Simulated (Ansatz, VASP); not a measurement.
SrO: VASP beside Ansatz

```
CELL_PARAMETERS angstrom
0.00000 2.56980 2.44131
2.56980 0.00000 2.44131
2.56980 2.56980 0.00000
ATOMIC_POSITIONS crystal
Sr 0.00000 0.00000 0.00000
O 0.50000 0.50000 0.50000
```

Change from the starting cell: strain +0.000 along x and y, -0.050 along z, atoms carried along.

Alike in both runs: task single point; functional r2SCAN; k mesh 8 × 8 × 8; occupations gaussian, width 0.05 eV; no spin polarisation.

|  | VASP | Ansatz |
| --- | --- | --- |
| version | VASP 6.6.1 | Ansatz 0.2.0 |
| potentials or method | VASP PAW PBE potentials, release 64 (Sr_sv, O), cutoff 520 eV | scalar-relativistic, plane waves, PAW |
| valence electrons in the cell | 16 | 16 |

|  | VASP | Ansatz | Ansatz less VASP |
| --- | --- | --- | --- |
| gap on the k mesh at the Fermi level (eV) | 3.40 | 3.46 | +0.062 |
| least direct gap on the mesh (eV) | 3.63 | 3.66 | +0.024 |
| pressure (GPa) | 8.2 | 7.5 | -0.74 |
| traceless stress, the component that is largest in VASP (GPa) | 7.38 | 7.02 | -0.363 |

VASP's potentials were made for PBE, not for r2SCAN.
